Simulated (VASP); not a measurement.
# C (Cmme) in VASP: further runs

Runs on C. Level: PBEsol. Tasks: single point.

Program: VASP 6.6.1. These are calculated values, not measurements. Logs are shortened: lines on timing, memory, paths and dates and some standing lists are left out, and cuts for length are marked.

## 1. The cell of the first run

The typed cell holds 4 atoms: a = 2.286 Å, b = 2.286 Å, c = 7.378 Å, α = 90.00°, β = 90.00°, γ = 119.99°.

## 2. Single point, PBEsol (normal strain along x -0.0700, normal strain along y -0.0700)

INCAR reads:

```
SYSTEM = C
PREC = Accurate
ENCUT = 520
EDIFF = 1E-6
ISMEAR = 0
SIGMA = 0.15
LREAL = .False.
LASPH = .True.
NELM = 80
ALGO = Normal
ISIF = 2
LWAVE = .False.
LCHARG = .True.
GGA = PS
LELF = .True.
LVHAR = .True.
NBANDS = 16
```

KPOINTS reads:

```
regular mesh
0
Gamma
  18 18 6
  0 0 0
```

POSCAR reads:

```
C
1.0
    1.1434113954     -1.9800490057      0.0000000000
    1.1434113954      1.9800490057      0.0000000000
    0.0000000000      0.0000000000      7.3778182888
C
4
Direct
    0.0833216498      0.9166783502      0.7498439858
    0.5833216498      0.4166783502      0.2501560142
    0.9166783502      0.0833216498      0.2501560142
    0.4166783502      0.5833216498      0.7498439858
```

Potentials or basis: VASP PAW PBE potentials, release 64 (C).

Command:

```
$ cat potpaw_PBE.64/C/POTCAR > POTCAR
$ mpirun -np 1 vasp_std > vasp.out
```

OUTCAR:

```text
SYSTEM = C
   PREC = Accurate
   ENCUT = 520
   EDIFF = 1E-6
   ISMEAR = 0
   LREAL = .False.
   LASPH = .True.
   NELM = 80
   ISIF = 2
   GGA = PS

 ion  position               nearest neighbor table
   1  0.083  0.917  0.750-   4 1.32   4 1.32   4 1.32
   2  0.583  0.417  0.250-   3 1.32   3 1.32   3 1.32
   3  0.917  0.083  0.250-   2 1.32   2 1.32   2 1.32
   4  0.417  0.583  0.750-   1 1.32   1 1.32   1 1.32

  LATTYP: Found a base centered orthorhombic cell.
 ALAT       =     2.2868227908
 B/A-ratio  =     1.7317030543
 C/A-ratio  =     3.2262308730

  Lattice vectors:

 A1 = (   1.1434113954,  -1.9800490057,   0.0000000000)
 A2 = (   1.1434113954,   1.9800490057,   0.0000000000)
 A3 = (   0.0000000000,   0.0000000000,   7.3778182888)

Analysis of symmetry for initial positions (statically):
=====================================================================
 Subroutine PRICEL returns:
 Original cell was already a primitive cell.

 Routine SETGRP: Setting up the symmetry group for a
 base centered orthorhombic supercell.

 Subroutine GETGRP returns: Found  8 space group operations
 (whereof  4 operations were pure point group operations)
 out of a pool of  8 trial point group operations.

The static configuration has the point symmetry C_2h.
 The point group associated with its full space group is D_2h.

Analysis of symmetry for dynamics (positions and initial velocities):
=====================================================================
 Subroutine PRICEL returns:
 Original cell was already a primitive cell.

 Routine SETGRP: Setting up the symmetry group for a
 base centered orthorhombic supercell.

 Subroutine GETGRP returns: Found  8 space group operations
 (whereof  4 operations were pure point group operations)
 out of a pool of  8 trial point group operations.

The dynamic configuration has the point symmetry C_2h.
 The point group associated with its full space group is D_2h.

 Subroutine INISYM returns: Found  8 space group operations
 (whereof  4 operations are pure point group operations),
 and found     1 'primitive' translations

----------------------------------------------------------------------------------------

                                     Primitive cell

  volume of cell :      33.4069

[... 84 lines left out ...]
   ISTART =      0    job   : 0-new  1-cont  2-samecut
   ICHARG =      2    charge: 1-file 2-atom 10-const
   ISPIN  =      1    spin polarized calculation?
   LNONCOLLINEAR =      F non collinear calculations
   LSORBIT =      F    spin-orbit coupling
   LASPH  =      T    aspherical Exc in radial PAW
   ENCUT  =  520.0 eV  38.22 Ry    6.18 a.u.   4.25  4.25 13.72*2*pi/ulx,y,z
   NELM   =     80;   NELMIN=  2; NELMDL= -5     # of ELM steps
   EDIFF  = 0.1E-05   stopping-criterion for ELM
   LREAL  =      F    real-space projection
[... 7 lines left out ...]
   TEBEG  =    0.0;   TEEND  =   0.0 temperature during run
   PSTRESS=    0.0 pullay stress
   NELECT =      16.0000    total number of electrons
   NUPDOWN=      -1.0000    fix difference up-down
   EMIN   =  10.00;   EMAX   =-10.00  energy-range for DOS
   EFERMI =   0.00;   METHOD = LEGACY
   ISMEAR =     0;   SIGMA  =   0.15  broadening in eV -4-tet -1-fermi 0-gaus
   EFERMI_NEDOS =   21; number of points for ismear=-14 and -15
   IALGO  =     38    algorithm
   IMIX   =      4    mixing-type and parameters
     AMIX     =   0.40;   BMIX     =  1.00
     AMIX_MAG =   1.60;   BMIX_MAG =  1.00
  volume/ion in A,a.u.               =       8.35        56.36
  Fermi-wavevector in a.u.,A,eV,Ry     =   1.280863  2.420480 22.321856  1.640610
  Thomas-Fermi vector in A             =   2.413266
   LORBIT       =      0    0 simple, 1 ext, 2 COOP (PROOUT), +10 PAW based schemes
   GGA     = PS    functional components
   LHFCALC =     F    Hartree Fock is set to
   AEXX    =    0.0000 exact exchange contribution
   IVDW    =     0    specifies the selected vdW correction
   LEPSILON=     F    determine dielectric tensor
   LRPA    =     F    only Hartree local field effects (RPA)
 non-spin polarized calculation
 Gauss-broadening in eV      SIGMA  =   0.15
  energy-cutoff  :      520.00
  volume of cell :       33.41
 maximum number of plane-waves:       940
 NGX is ok and might be reduce to    18
   NGX =  9   NGY =  9   NGZ = 27

 number of electron      15.9999995 magnetization

 Free energy of the ion-electron system (eV)
  ---------------------------------------------------
  ext. energy  EPLUGINS =         0.00000000
  ---------------------------------------------------
  free energy    TOTEN  =       -36.90951062 eV

  energy without entropy =      -36.90841369  energy(sigma->0) =      -36.90896216

 E-fermi :   5.1661     XC(G=0): -10.2778

 val. band max:        5.1104218115   @ k =   0.3333   0.3333   0.3333
 cond. band min:       5.1661278821   @ k =   0.3333   0.3333   0.5000
 fundamental gap:      0.0557060706
 Fermi energy:         5.1660658689

 k-point     1 :       0.0000    0.0000    0.0000
  band No.  band energies     occupation
      1     -16.2459      2.00000
      2     -16.1208      2.00000
      3      -4.6473      2.00000
      4      -3.5708      2.00000
      5       2.3408      2.00000
      6       2.3478      2.00000
[... 433 lines left out ...]
      3      -3.2809      2.00000
      4      -2.2484      2.00000
      5      -1.0039      2.00000
      6      -0.9844      2.00000
[... 8 lines left out ...]
     15      19.0557      0.00000
     16      19.1059      0.00000

 [... further k-points ...]

------------------------ aborting loop because EDIFF is reached ----------------------------------------

  FORCE on cell =-STRESS in cart. coord.  units (eV):
  Direction    XX          YY          ZZ          XY          YZ          ZX
  --------------------------------------------------------------------------------------
  -------------------------------------------------------------------------------------
  Total       23.8845006     23.8945374     -0.0513815      0.0000000     -0.0000000      0.0000000
  in kB     1145.4874697   1145.9688282     -2.4642307      0.0000000     -0.0000000      0.0000000
  external PRESSURE =     762.9973557 kB  Pullay stress =       0.0000000 kB

 VOLUME and BASIS-vectors are now :
 -----------------------------------------------------------------------------
  energy-cutoff  :      520.00
  volume of cell :       33.41
      direct lattice vectors                 reciprocal lattice vectors
     1.143411395 -1.980049006  0.000000000     0.437287928 -0.252519003  0.000000000
     1.143411395  1.980049006  0.000000000     0.437287928  0.252519003  0.000000000
     0.000000000  0.000000000  7.377818289     0.000000000  0.000000000  0.135541424

 POSITION                                       TOTAL-FORCE (eV/Angst)
 -----------------------------------------------------------------------------------
      1.14341      1.65009      5.53221         0.000000     -0.000105      0.000075
      1.14341     -0.32996      1.84561         0.000000     -0.000105     -0.000075
      1.14341     -1.65009      1.84561         0.000000      0.000105     -0.000075
      1.14341      0.32996      5.53221         0.000000      0.000105      0.000075
 -----------------------------------------------------------------------------------
    total drift:                                0.000000     -0.000000     -0.000000

  FREE ENERGIE OF THE ION-ELECTRON SYSTEM (eV)
  ---------------------------------------------------
  free  energy   TOTEN  =       -36.9095106208 eV

  energy  without entropy=      -36.9084136912  energy(sigma->0) =      -36.90896216
```

OSZICAR:

```text
N       E                     dE             d eps       ncg     rms          rms(c)
DAV:   1     0.396645059628E+02    0.39665E+02   -0.81385E+03 11736   0.929E+02
DAV:   2    -0.388226620733E+02   -0.78487E+02   -0.71976E+02 16024   0.204E+02
DAV:   3    -0.414864760084E+02   -0.26638E+01   -0.26525E+01 15232   0.354E+01
DAV:   4    -0.415068771102E+02   -0.20401E-01   -0.20398E-01 14832   0.377E+00
DAV:   5    -0.415071626784E+02   -0.28557E-03   -0.28556E-03 15136   0.420E-01    0.119E+01
DAV:   6    -0.380122215412E+02    0.34949E+01   -0.24274E+00 13432   0.100E+01    0.693E+00
DAV:   7    -0.368956520456E+02    0.11166E+01   -0.29335E+00 14304   0.111E+01    0.210E+00
DAV:   8    -0.369132347108E+02   -0.17583E-01   -0.13090E-01 14072   0.222E+00    0.522E-01
DAV:   9    -0.369092409473E+02    0.39938E-02   -0.44873E-03 14544   0.464E-01    0.202E-01
DAV:  10    -0.369094948737E+02   -0.25393E-03   -0.22635E-03 13856   0.290E-01    0.143E-01
DAV:  11    -0.369095062685E+02   -0.11395E-04   -0.75174E-05 14320   0.590E-02    0.301E-02
DAV:  12    -0.369095100437E+02   -0.37751E-05   -0.30524E-06 13752   0.127E-02    0.786E-03
DAV:  13    -0.369095106208E+02   -0.57709E-06   -0.13189E-06 13528   0.880E-03
   1 F= -.36909511E+02 E0= -.36908962E+02  d E =-.109693E-02
```

It took 1.9 min on 1 thread of Intel Xeon Platinum 8488C (Sapphire Rapids), shared host; peak memory 0.25 GiB.

Results:

- Free energy: -36.9095 eV
- Pressure: 76.3 GPa
- Band gap on the k mesh: zero (filled and empty bands touch)

Stress tensor (GPa, compression positive):
```
114.55   0.00   0.00
  0.00 114.60   0.00
  0.00   0.00  -0.25
```

Caveat: the cell differs from its parent crystal (normal strain along x -0.0700, normal strain along y -0.0700); the stress differs along the axes, from -0 to 115 GPa; this functional lacks dispersion, which binds layers or chains, so the pressure and a relaxed spacing across them are unreliable; the PAW data sets were made with another functional, which shifts forces and pressure a little.

(Part 1 of 2 ends here.)

The gap in the log of VASP goes by the Fermi energy; the results here count the filled bands.